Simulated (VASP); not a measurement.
# Al16GeN15 (a cell with a defect) (Ge_N) in VASP: further runs

Al16GeN15 (a cell with a defect) (Ge_N) is run at these levels: PBE; tasks: single point.

Everything below comes from runs of VASP 6.6.1. Logs are shortened: lines on timing, memory, paths and dates and some standing lists are left out, and cuts for length are marked.

## (1) The cell of the first run

The cell holds a defect, 32 atoms: a = 6.260 Å, b = 6.260 Å, c = 10.035 Å, α = 90.00°, β = 90.00°, γ = 120.00°.

## (2) Single point, PBE, collinear spin

File INCAR:

```
SYSTEM = Al16GeN15
ALGO = Normal ; EDIFF = 1E-7
ENCUT = 520 ; GGA = PE
ISIF = 2 ; ISMEAR = 0
ISPIN = 2 ; LASPH = .TRUE.
LCHARG = .FALSE. ; LORBIT = 11
LREAL = Auto ; LWAVE = .FALSE.
MAGMOM = 0 0 0 0 0 0.01 0 0 0 0.01 0 0 0 0.03 0 0 0 0 0 0 0.09 0 0 0.01 0.09 0 0 0.01 0.04 0 0.01 0.18 ; NBANDS = 94
NELM = 150 ; NUPDOWN = 1.0
PREC = Accurate ; SIGMA = 0.01
```

File KPOINTS:

```
Automatic mesh
0
Gamma
  1 1 1
  0.25 0.25 0.25
```

File POSCAR:

```
Al16GeN15
1.0
    6.2595139092      0.0000000618      0.0000000000
   -3.1297570081      5.4208980298      0.0000000000
    0.0000000000      0.0000000000     10.0348065900
Al N Ge
16 15 1
Direct
    0.3365974969      0.1641300680      0.2508872211
    0.1654214354      0.3351039628      0.4996379740
    0.3300501695      0.1704077432      0.7566114145
    0.1671075624      0.3329065836      1.0076988138
    0.3377561039      0.6707872859      0.2510672104
    0.1976745382      0.8596131266      0.5157978162
    0.3295551795      0.6598556623      0.7563798557
    0.1767633944      0.8373221349      0.9924227165
    0.8298035288      0.1629139375      0.2509801195
    0.6415500797      0.3033968960      0.5156702751
    0.8403897577      0.1706854962      0.7564860025
    0.6628289466      0.3235369761      0.9924838078
    0.8387342819      0.6620282557      0.1982992076
    0.6486042192      0.8519611228      0.5208869146
    0.8337435705      0.6667873591      0.7483720423
    0.6638208464      0.8362304949      0.9943100494
    0.3305795285      0.1705659367      0.4410899601
    0.1687351764      0.3319418493      0.1963459980
    0.3291880173      0.1709876124      0.9407716558
    0.1675620216      0.3323121789      0.6897602151
    0.3317729273      0.6746934330      0.4438784968
    0.1855237155      0.8385580052      0.1767993643
    0.3297908521      0.6596088213      0.9407371748
    0.1761770902      0.8369102707      0.7024272392
    0.8257793510      0.1684882409      0.4437520351
    0.6621257815      0.3154032747      0.1768674652
    0.8402059283      0.1701574900      0.9408742846
    0.6636194745      0.3241888841      0.7024194396
    0.6653190574      0.8352986270      0.1810346160
    0.8330607386      0.6671099556      0.9428432072
    0.6640334863      0.8361281826      0.7043379302
    0.8317062490      0.6696643654      0.4199801895
```

Potentials or basis: VASP PAW PBE potentials, release 64 (Al, N, Ge_d).

Run with:

```bash
$ cat potpaw_PBE.64/Al/POTCAR potpaw_PBE.64/N/POTCAR potpaw_PBE.64/Ge_d/POTCAR > POTCAR
$ mpirun -np 1 vasp_std > vasp.out
```

OUTCAR:

```text
SYSTEM = Al16GeN15
   EDIFF = 1E-7
   ENCUT = 520
   GGA = PE
   ISIF = 2
   ISMEAR = 0
   ISPIN = 2
   LASPH = .TRUE.
   LORBIT = 11
   LREAL = Auto
   NELM = 150
   NUPDOWN = 1.0
   PREC = Accurate

 ion  position               nearest neighbor table
   1  0.337  0.164  0.251-  18 1.90  17 1.91  26 1.92  22 1.92   4 3.05   9 3.09   5 3.09   2 3.11
                             6 3.13  10 3.13  12 3.14   8 3.14   5 3.17   9 3.17  13 3.17  13 3.17
   2  0.165  0.335  0.500-  17 1.88  20 1.91  21 1.92  25 1.92   6 3.09   5 3.09   9 3.09  10 3.09
                             1 3.11   7 3.12  11 3.12   3 3.14  14 3.14  14 3.14  10 3.19   6 3.19
   3  0.330  0.170  0.757-  19 1.85  20 1.88  24 1.89  28 1.89   6 2.95  10 2.95  12 2.98   8 2.98
                             7 3.07  11 3.07   4 3.08  15 3.13  15 3.13   2 3.14  11 3.19   7 3.19
   4  0.167  0.333  0.008-  19 1.88  18 1.89  23 1.89  27 1.89   9 3.05   1 3.05   5 3.05   3 3.08
                            11 3.08   7 3.08  12 3.13   8 3.13  16 3.13  16 3.13  12 3.14   8 3.14
   5  0.338  0.671  0.251-  22 1.89  29 1.91  18 1.92  21 1.94   4 3.05   9 3.08   2 3.09   1 3.09
                            16 3.12  13 3.14   8 3.14   1 3.17   9 3.18  14 3.19   6 3.20  13 3.21
   6  0.198  0.860  0.516-  17 1.85  24 1.88  21 1.88  32 2.21  10 2.78  14 2.85   3 2.95   7 3.02
                            15 3.06   2 3.09   1 3.13   2 3.19   5 3.20
   7  0.330  0.660  0.756-  23 1.85  24 1.87  31 1.89  20 1.90  14 2.94   8 2.97  16 3.00   6 3.02
                            11 3.06   3 3.07   4 3.08   2 3.12  15 3.13  15 3.14   3 3.19  11 3.20
   8  0.177  0.837  0.992-  22 1.85  23 1.87  19 1.88  30 1.93  13 2.76   7 2.97   3 2.98  12 3.04
                            16 3.05  15 3.07   4 3.13   4 3.14   1 3.14   5 3.14  16 3.21  12 3.22
   9  0.830  0.163  0.251-  26 1.89  29 1.91  18 1.92  25 1.94   4 3.05   5 3.08   2 3.09   1 3.09
                            16 3.13  13 3.14  12 3.14   1 3.17   5 3.18  14 3.19  10 3.20  13 3.21
  10  0.642  0.303  0.516-  17 1.85  28 1.88  25 1.88  32 2.21   6 2.78  14 2.85   3 2.95  11 3.02
                            15 3.06   2 3.09   1 3.13   2 3.19   9 3.20
  11  0.840  0.171  0.756-  27 1.85  28 1.87  31 1.89  20 1.90  14 2.94  12 2.97  16 3.00  10 3.02
                             7 3.06   3 3.07   4 3.08   2 3.12  15 3.13  15 3.13   3 3.19   7 3.20
  12  0.663  0.324  0.992-  26 1.85  27 1.87  19 1.88  30 1.93  13 2.76  11 2.97   3 2.98   8 3.04
                            16 3.05  15 3.08   4 3.13   4 3.14   1 3.14   9 3.14  16 3.21   8 3.22
  13  0.839  0.662  0.198-  29 1.89  26 1.89  22 1.89  32 2.23  30 2.56   8 2.76  12 2.76  16 2.79
                             9 3.14   5 3.14   1 3.17   1 3.17   9 3.21   5 3.21
  14  0.649  0.852  0.521-  31 1.85  25 1.89  21 1.89  32 2.22   6 2.85  10 2.85  11 2.94   7 2.94
                            15 3.04   2 3.14   2 3.14   5 3.19   9 3.19
  15  0.834  0.667  0.748-  31 1.89  24 1.91  28 1.91  30 1.95  14 3.04  10 3.06   6 3.06   8 3.07
                            12 3.08  16 3.08   7 3.13  11 3.13   3 3.13   3 3.13  11 3.13   7 3.14
  16  0.664  0.836  0.994-  29 1.87  27 1.89  23 1.89  30 1.91  13 2.79  11 3.00   7 3.00   8 3.05
                            12 3.05  15 3.08   5 3.12   9 3.13   4 3.13   4 3.13  12 3.21   8 3.21
  17  0.331  0.171  0.441-  10 1.85   6 1.85   2 1.88   1 1.91
  18  0.169  0.332  0.196-   4 1.89   1 1.90   5 1.92   9 1.92
  19  0.329  0.171  0.941-   3 1.85   4 1.88   8 1.88  12 1.88
  20  0.168  0.332  0.690-   3 1.88  11 1.90   7 1.90   2 1.91
  21  0.332  0.675  0.444-   6 1.88  14 1.89   2 1.92   5 1.94
  22  0.186  0.839  0.177-   8 1.85   5 1.89  13 1.89   1 1.92
  23  0.330  0.660  0.941-   7 1.85   8 1.87  16 1.89   4 1.89
  24  0.176  0.837  0.702-   7 1.87   6 1.88   3 1.89  15 1.91
  25  0.826  0.168  0.444-  10 1.88  14 1.89   2 1.92   9 1.94
  26  0.662  0.315  0.177-  12 1.85   9 1.89  13 1.89   1 1.92
  27  0.840  0.170  0.941-  11 1.85  12 1.87  16 1.89   4 1.89
  28  0.664  0.324  0.702-  11 1.87  10 1.88   3 1.89  15 1.91
  29  0.665  0.835  0.181-  16 1.87  13 1.89   9 1.91   5 1.91
  30  0.833  0.667  0.943-  16 1.91  12 1.93   8 1.93  15 1.95  13 2.56
  31  0.664  0.836  0.704-  14 1.85   7 1.89  11 1.89  15 1.89
  32  0.832  0.670  0.420-   6 2.21  10 2.21  14 2.22  13 2.23

  LATTYP: Found a hexagonal cell.
 ALAT       =     6.2595139092
 C/A-ratio  =     1.6031287310

  Lattice vectors:

 A1 = (   6.2595139092,   0.0000000618,   0.0000000000)
 A2 = (  -3.1297570081,   5.4208980298,   0.0000000000)
 A3 = (   0.0000000000,   0.0000000000,  10.0348065900)

Analysis of symmetry for initial positions (statically):
=====================================================================
 Subroutine PRICEL returns:
 Original cell was already a primitive cell.

 Routine SETGRP: Setting up the symmetry group for a
 hexagonal supercell.

 Subroutine GETGRP returns: Found  1 space group operations
 (whereof  1 operations were pure point group operations)
 out of a pool of 24 trial point group operations.

The static configuration has the point symmetry C_1 .

Analysis of symmetry for dynamics (positions and initial velocities):
[... 167 lines left out ...]
   LREAL  =      T    real-space projection
   EDIFFG = 0.1E-05   stopping-criterion for IOM
   NSW    =      0    number of steps for IOM
   IBRION =     -1    ionic relax: 0-MD 1-quasi-New 2-CG
   NFREE  =      0    steps in history (QN), initial steepest desc. (CG)
   ISIF   =      2    stress and relaxation
   ISYM   =      2    0-nonsym 1-usesym 2-fastsym
   POTIM  = 0.5000    time-step for ionic-motion
   TEBEG  =    0.0;   TEEND  =   0.0 temperature during run
   PSTRESS=    0.0 pullay stress
   NELECT =     137.0000    total number of electrons
   NUPDOWN=       1.0000    fix difference up-down
   EMIN   =  10.00;   EMAX   =-10.00  energy-range for DOS
   EFERMI =   0.00;   METHOD = LEGACY
   ISMEAR =     0;   SIGMA  =   0.01  broadening in eV -4-tet -1-fermi 0-gaus
   EFERMI_NEDOS =   21; number of points for ismear=-14 and -15
   IALGO  =     38    algorithm
   IMIX   =      4    mixing-type and parameters
     AMIX     =   0.40;   BMIX     =  1.00
     AMIX_MAG =   1.60;   BMIX_MAG =  1.00
  volume/ion in A,a.u.               =      10.64        71.81
  Fermi-wavevector in a.u.,A,eV,Ry     =   1.208578  2.283882 19.873501  1.460661
  Thomas-Fermi vector in A             =   2.344182
   LORBIT       =     11    0 simple, 1 ext, 2 COOP (PROOUT), +10 PAW based schemes
   GGA     = PE    functional components
   LHFCALC =     F    Hartree Fock is set to
   AEXX    =    0.0000 exact exchange contribution
   IVDW    =     0    specifies the selected vdW correction
   LEPSILON=     F    determine dielectric tensor
   LRPA    =     F    only Hartree local field effects (RPA)
 spin polarized calculation
 Gauss-broadening in eV      SIGMA  =   0.01
  energy-cutoff  :      520.00
  volume of cell :      340.50
 maximum number of plane-waves:      9148
 NGX is ok and might be reduce to    48
   NGX = 23   NGY = 23   NGZ = 37

 number of electron     136.9999993 magnetization       1.0000004

 Free energy of the ion-electron system (eV)
  ---------------------------------------------------
  ext. energy  EPLUGINS =         0.00000000
  ---------------------------------------------------
  free energy    TOTEN  =      -228.33071015 eV

  energy without entropy =     -228.33071015  energy(sigma->0) =     -228.33071015

 E-fermi :   7.9579     XC(G=0): -10.9971

 val. band max:        7.8482831636   @ k =   0.5000   0.2500   0.2500
 cond. band min:       8.2110896732   @ k =   0.5000  -0.2500   0.2500
 fundamental gap:      0.3628065096
 Fermi energy:         7.9579459878

 spin component 1

 k-point     1 :       0.2500    0.2500    0.2500
  band No.  band energies     occupation
      1     -14.6564      1.00000
      2     -14.6384      1.00000
      3     -14.5820      1.00000
      4     -14.5384      1.00000
      5     -14.5167      1.00000
      6      -8.5178      1.00000
[... 487 lines left out ...]
     79      12.9431      0.00000
     80      13.2738      0.00000
 Fermi energy:         7.9579459878

 spin component 2

 k-point     1 :       0.2500    0.2500    0.2500
  band No.  band energies     occupation
      1     -14.5789      1.00000
      2     -14.5625      1.00000
      3     -14.5228      1.00000
      4     -14.5105      1.00000
      5     -14.4817      1.00000
      6      -8.5035      1.00000
[... 487 lines left out ...]
     79      13.0088      0.00000
     80      13.3156      0.00000
 [bands above 80 left out]

------------------------ aborting loop because EDIFF is reached ----------------------------------------

  FORCE on cell =-STRESS in cart. coord.  units (eV):
  Direction    XX          YY          ZZ          XY          YZ          ZX
  --------------------------------------------------------------------------------------
  -------------------------------------------------------------------------------------
  Total       17.8773948     17.1755321     31.9320993     -0.6031942      0.2778579     -0.4963985
  in kB       84.1189723     80.8164795    150.2509402     -2.8382255      1.3074119     -2.3357166
  external PRESSURE =     105.0621307 kB  Pullay stress =       0.0000000 kB

 VOLUME and BASIS-vectors are now :
 -----------------------------------------------------------------------------
  energy-cutoff  :      520.00
  volume of cell :      340.50
      direct lattice vectors                 reciprocal lattice vectors
     6.259513909  0.000000062  0.000000000     0.159756813  0.092235641  0.000000000
    -3.129757008  5.420898030  0.000000000    -0.000000002  0.184471279  0.000000000
     0.000000000  0.000000000 10.034806590     0.000000000  0.000000000  0.099653141

 POSITION                                       TOTAL-FORCE (eV/Angst)
 -----------------------------------------------------------------------------------
      1.59325      0.88973      2.51760         0.102668     -0.063253     -0.272198
     -0.01334      1.81656      5.01377        -0.490041      0.274646      0.006226
      1.53262      0.92376      7.59245         0.114566     -0.061375      0.067532
      0.00410      1.80465      0.07726        -0.104410      0.062449      0.001933
      0.01479      3.63627      2.51941         0.148964     -0.063741      0.139638
     -1.45303      4.65988      5.17593         0.249928     -0.430966      0.201338
[... 24 lines left out ...]
      1.53965      4.53257      7.06789        -0.203510      0.124483      0.166716
      3.11019      3.63018      4.21442        -0.169506      0.084170      0.017271
 -----------------------------------------------------------------------------------
    total drift:                                0.010677      0.002727      0.019593

  FREE ENERGIE OF THE ION-ELECTRON SYSTEM (eV)
  ---------------------------------------------------
  free  energy   TOTEN  =      -228.3307101460 eV

  energy  without entropy=     -228.3307101460  energy(sigma->0) =     -228.33071015

 total charge

# of ion       s       p       d       tot
------------------------------------------
    1        0.367   0.417   0.000   0.784
    2        0.369   0.417   0.000   0.786
    3        0.380   0.455   0.000   0.835
    4        0.374   0.437   0.000   0.811
    5        0.368   0.417   0.000   0.784
    6        0.410   0.481   0.000   0.891
[... 24 lines left out ...]
   31        1.236   2.637   0.000   3.873
   32        1.221   1.730  10.008  12.958
--------------------------------------------------
tot         25.847  48.180  10.008  84.035

 magnetization (x)

# of ion       s       p       d       tot
------------------------------------------
    1       -0.000  -0.000   0.000  -0.000
    2       -0.000  -0.001   0.000  -0.001
    3        0.000   0.000   0.000   0.000
    4       -0.000   0.000   0.000  -0.000
    5       -0.000  -0.000   0.000  -0.001
    6        0.006   0.023   0.000   0.029
[... 24 lines left out ...]
   31        0.000   0.003   0.000   0.003
   32        0.005   0.299   0.010   0.313
--------------------------------------------------
tot          0.039   0.573   0.010   0.622
```

Wall time 6.4 min (1 thread of Intel Xeon 6975P-C (Granite Rapids), shared host); peak memory 0.7 GiB.

What came out:

```yaml
Free_energy: -228.3307 eV
Pressure: 10.5 GPa
Largest_force: 0.562 eV/Å
Net_moment: 1.00 μB per cell
Site_moments: Al -0.00, +0.00, +0.03; N +0.04, -0.00, +0.00, +0.06, +0.01, +0.03; Ge +0.31 μB
Valence_electrons_inside_the_program's_atomic_spheres: Al 0.78, 0.79, 0.83, 0.81, 0.89, 0.85, 0.88, 0.82; N 3.87, 3.84, 3.88, 3.85, 3.83, 3.86, 3.82; Ge 12.96
```

Forces on the atoms (eV/Å):
```
Al   0.103 -0.063 -0.272
Al  -0.490  0.275  0.006
Al   0.115 -0.061  0.068
Al  -0.104  0.062  0.002
Al   0.149 -0.064  0.140
Al   0.250 -0.431  0.201
Al   0.165 -0.048 -0.026
Al  -0.112  0.094 -0.023
Al   0.132 -0.099  0.142
Al   0.497  0.001  0.206
Al   0.115 -0.131 -0.025
Al  -0.137  0.053 -0.021
Al   0.067 -0.034  0.038
Al  -0.025  0.003 -0.388
Al   0.110 -0.075 -0.014
Al  -0.152  0.081  0.039
N    0.150 -0.094  0.020
N   -0.134  0.071 -0.024
N    0.146 -0.084 -0.043
N   -0.116  0.090 -0.012
N    0.120 -0.085 -0.024
N   -0.234  0.126  0.121
N    0.180 -0.071  0.009
N   -0.229  0.163 -0.047
N    0.133 -0.035 -0.018
N   -0.221  0.123  0.117
N    0.166 -0.106 -0.005
N   -0.270  0.127 -0.057
N   -0.236  0.132 -0.302
N    0.238 -0.131  0.006
N   -0.204  0.124  0.167
Ge  -0.170  0.084  0.017
```

Caveat: the k points lie up to 1.16 Å⁻¹ apart; the total moment is fixed, so each spin has its own Fermi level.

[end of part 1 of 2]
